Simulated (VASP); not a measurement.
Wanted: the native input for a VASP 6.6.1 run.

* Task: single point
* Functional: PBE
* Potentials or basis: VASP PAW PBE potentials, release 64 (I)
* Cutoff: 520 eV
* k mesh: 12 × 12 × 12
* Occupations: fermi-dirac, width 0.1 eV
* Spin: no spin polarisation
* Dipole correction: no
* Further INCAR settings: ALGO = Normal; EDIFF = 1e-06; NBANDS = 14

The structure of I lies in POSCAR:

```
I
1.0
   -2.8735847323      2.8735847323      1.4510676878
    2.8735847323     -2.8735847323      1.4510676878
    2.8735847323      2.8735847323     -1.4510676878
I
2
Direct
   -0.3750000000     -0.1250000000     -0.2500000000
    0.3750000000      0.1250000000      0.2500000000
```

One way to write it, as run:

INCAR

```
ALGO = Normal
EDIFF = 1E-6
ENCUT = 520
GGA = PE
ISIF = 2
ISMEAR = -1
LASPH = T
LCHARG = F
LREAL = F
LWAVE = F
NBANDS = 14
NELM = 80
PREC = Accurate
SIGMA = 0.1
```

KPOINTS

```
k-points
0
Gamma
  12 12 12
```

Potentials or basis: VASP PAW PBE potentials, release 64 (I).

Run with:

```console
$ cat potpaw_PBE.64/I/POTCAR > POTCAR
$ mpirun -np 1 vasp_std > vasp.out
```

It gave:

```yaml
Pressure: 38.8 GPa
Band_gap_on_the_k_mesh: zero (bands 7 and 8 overlap by 4.48 eV)
```

Caveat: the cell stands under pressure; spin-orbit coupling is left out, which moves the levels of the heavy elements.

Wall time 110 s on 1 thread of Intel(R) Xeon(R) Platinum 8259CL CPU @ 2.50GHz (Skylake/Cascade Lake), with other jobs on the host, peak memory 0.24 GiB.
